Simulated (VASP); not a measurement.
Crystal: Cr.

```xyz
2
Lattice="2.7140 0.0000 0.0000 -1.3570 2.3504 0.0000 0.0000 0.0000 4.4100" Properties=species:S:1:pos:R:3 pbc="T T T"
Cr    1.3570    0.7835    3.3075
Cr    0.0000    1.5669    1.1025
```

This isn't the form of Cr at room conditions, which is bcc.

Base run:

| Item | Value |
| --- | --- |
| Program | VASP 6.6.1 |
| Functional | PBE |
| Potentials or basis | VASP PAW PBE potentials, release 64 (Cr_pv) |
| Cutoff | 520 eV |
| k mesh | 11 × 11 × 6 |
| Occupations | gaussian, width 0.021 eV |
| Spin | collinear spin, ferromagnetic start |
| Starting moments | [3.0, 3.0] μB |

Its results: pressure -25.7 GPa; net moment 1.75 μB per cell; site moments Cr +0.81 μB.

Question: The run is repeated on the same cell with these changes: occupations from gaussian, width 0.021 eV to gaussian, width 0.013 eV. What comes out?

Answer: Pressure -25.6 GPa; net moment 2.13 μB per cell; site moments Cr +0.96 μB.

Caveats: the cell stands under tension; an empty level that is flat over the whole mesh can mark a ghost state of the potentials, or a narrow d or f band.
